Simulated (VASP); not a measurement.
Write the native input for VASP 6.6.1 that does the following.

* Task: single point
* Functional: PBE
* Potentials or basis: VASP PAW PBE potentials, release 64 (Cu, W_sv)
* Cutoff: 520 eV
* k mesh: 18 × 18 × 8
* Occupations: gaussian, width 0.1 eV
* Spin: no spin polarisation
* Dipole correction: no
* Further INCAR settings: ALGO = Normal; EDIFF = 1e-06; NBANDS = 26

The structure of CuW2 lies in POSCAR:

```
CuW2
1.0
    2.6149243650     -1.5057285187      0.0031622644
    2.6149243650      1.5057285187      0.0031622644
   -1.8322115508      0.0000000000      6.0850008589
Cu W
1 2
Direct
    0.0000000000      0.0000000000      0.0000000000
    0.7857308876      0.7857308876      0.3451338591
    0.2142691124      0.2142691124      0.6548661409
```

One way to write it, as run:

INCAR

```
SYSTEM = CuW2
PREC = Accurate
ENCUT = 520
EDIFF = 1E-6
ISMEAR = 0
SIGMA = 0.1
LREAL = .FALSE.
LASPH = .TRUE.
NELM = 100
ALGO = Normal
ISIF = 2
LWAVE = .FALSE.
LCHARG = .FALSE.
GGA = PE
NBANDS = 26
```

KPOINTS

```
Automatic mesh
0
G
  18 18 8
  0 0 0
```

Potentials or basis: VASP PAW PBE potentials, release 64 (Cu, W_sv).

Launch:

```sh
$ cat potpaw_PBE.64/Cu/POTCAR potpaw_PBE.64/W_sv/POTCAR > POTCAR
$ mpirun -np 1 vasp_std > vasp.out
```

Results of the run:

```json
{
 "Pressure": "0.7 GPa",
 "Largest force": "0.033 eV/Å"
}
```

Run time: 15 min on 1 thread of Intel(R) Xeon(R) Platinum 8259CL CPU @ 2.50GHz (Skylake/Cascade Lake) (shared host), peak memory 0.81 GiB.
